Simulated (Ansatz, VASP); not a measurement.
**C in VASP and in Ansatz**

```
C
1.0
     2.46498    0.00000    0.00000
     0.00000    6.73843    0.00000
     0.00000    0.00000   27.09683
C
24
Direct
  0.00000 0.49750 0.27679
  0.50000 0.99750 0.30305
  0.50000 0.49750 0.30305
  0.00000 0.99750 0.32931
  0.50000 0.49750 0.35557
  0.00000 0.99750 0.38183
  0.00000 0.49750 0.38183
  0.50000 0.99750 0.40809
  0.00000 0.49750 0.43435
  0.50000 0.99750 0.46061
  0.50000 0.49750 0.46061
  0.00000 0.99750 0.48687
  0.50000 0.49750 0.51313
  0.00000 0.99750 0.53939
  0.00000 0.49750 0.53939
  0.50000 0.99750 0.56565
  0.00000 0.49750 0.59191
  0.50000 0.99750 0.61817
  0.50000 0.49750 0.61817
  0.00000 0.99750 0.64443
  0.50000 0.49750 0.67069
  0.00000 0.99750 0.69695
  0.00000 0.49750 0.69695
  0.50000 0.99750 0.72321
```

Alike in both runs: task single point; functional PBE; dispersion D3(BJ); k mesh 14 × 5 × 1; occupations gaussian, width 0.1 eV; no spin polarisation.

|  | VASP | Ansatz |
| --- | --- | --- |
| version | VASP 6.6.1 | Ansatz 0.2.0 |
| potentials or method | VASP PAW PBE potentials, release 64 (C), cutoff 520 eV | scalar-relativistic, plane waves, PAW |
| valence electrons in the cell | 96 | 96 |

```csv
,VASP,Ansatz,Ansatz less VASP
gap on the k mesh at the Fermi level (eV),none,none,-
rms of the force components (eV/Å),0.821,0.828,+0.0067
```

Atom by atom the forces differ by 0.012 eV/Å (rms over components). A gap of «none» marks a metal or a gap that the smearing closes. Ansatz's warnings: xc potential rough in thin density.
